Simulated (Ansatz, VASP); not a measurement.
**Two plane-wave programs on VSi3O8**

File INCAR:

```
PREC = Accurate ; ENCUT = 520
EDIFF = 1E-6 ; ISMEAR = -1
SIGMA = 0.01 ; LREAL = F
LASPH = T ; NELM = 150
ALGO = Normal ; ISIF = 2
LWAVE = F ; LCHARG = F
ISPIN = 2 ; MAGMOM = 0 0.01 0.02 0.67 0 0 0.01 -0.01 0 0 0.01 -0.01
LORBIT = 11 ; LMAXMIX = 4
GGA = PE ; NBANDS = 52
```

Contents of KPOINTS:

```
regular mesh
0
Gamma
  3 3 2
```

Contents of POSCAR:

```
VSi3O8
1.0
    4.1797000000      0.0000000000      0.0000000000
    0.0000000000      4.1797000000      0.0000000000
    0.0000000000      0.0000000000      5.3338000000
Si V O
3 1 8
Direct
    0.9950299200      0.0027842700      0.0069848000
    0.0131300500      0.9955671800      0.5022456600
    0.5115664200      0.5091140600      0.2415922600
    0.5090055100      0.4890508100      0.7361962500
    0.3104515200      0.3042643500      0.9990378700
    0.3308373000      0.2975008000      0.5156473900
    0.1868292800      0.7976141600      0.2469264900
    0.1830927500      0.7987977400      0.7529372300
    0.7018990500      0.7017091500      0.0003857000
    0.7124729100      0.6775073000      0.4940049000
    0.8076988200      0.1941476100      0.2426696900
    0.8026974700      0.1917512400      0.7435220300
```

Input for Ansatz:

```yaml
crystal:
  lattice:
    - [4.1797, 0.0, 0.0]
    - [0.0, 4.1797, 0.0]
    - [0.0, 0.0, 5.3338]
  atoms:
    - { symbol: Si, position: [0.99502992, 0.00278427, 0.0069848] }
    - { symbol: Si, position: [0.01313005, 0.99556718, 0.50224566] }
    - { symbol: Si, position: [0.51156642, 0.50911406, 0.24159226] }
    - { symbol: V, position: [0.50900551, 0.48905081, 0.73619625] }
    - { symbol: O, position: [0.31045152, 0.30426435, 0.99903787] }
    - { symbol: O, position: [0.3308373, 0.2975008, 0.51564739] }
    - { symbol: O, position: [0.18682928, 0.79761416, 0.24692649] }
    - { symbol: O, position: [0.18309275, 0.79879774, 0.75293723] }
    - { symbol: O, position: [0.70189905, 0.70170915, 0.0003857] }
    - { symbol: O, position: [0.71247291, 0.6775073, 0.4940049] }
    - { symbol: O, position: [0.80769882, 0.19414761, 0.24266969] }
    - { symbol: O, position: [0.80269747, 0.19175124, 0.74352203] }
hamiltonian:
  xc: pbe
  pseudopotentials: { kind: paw }
basis:
  ecutwfc: 420
kpoints:
  mp_grid: { grid: [3, 3, 2] }
scf:
  occupations: { method: fermi_dirac, width: 0.01 }
  lower_state_search: "off"
output:
  forces: true
  stress: true
  write_density: true
  write_potential: true
  elf: true
  volumetric_format: npy
magnetization:
  spin_polarized: true
```

Alike in both runs: task single point; functional PBE; k mesh 3 × 3 × 2; occupations fermi-dirac, width 0.01 eV; collinear spin.

```csv
,VASP,Ansatz
version,VASP 6.6.1,Ansatz 0.2.0
potentials or method,"VASP PAW PBE potentials, release 64 (Si, V_sv, O), cutoff 520 eV","PAW, plane waves, scalar-relativistic"
valence electrons in the cell,73,73
```

|  | VASP | Ansatz | Ansatz less VASP |
| --- | --- | --- | --- |
| rms of the force components (eV/Å) | 2.630 | 2.640 | +0.0093 |
| net moment per atom (μB) | 0.00 | 0.08 | +0.083 |
| size of the moment on the site where the two differ most (μB) | 0.00 | 0.61 | +0.606 |

Site moments also hang on the region over which each program counts them. Atom by atom the forces differ by 0.149 eV/Å (rms over components). Ansatz's warnings: no starting moments.

The k mesh is coarse, so the values compare programs but aren't converged.
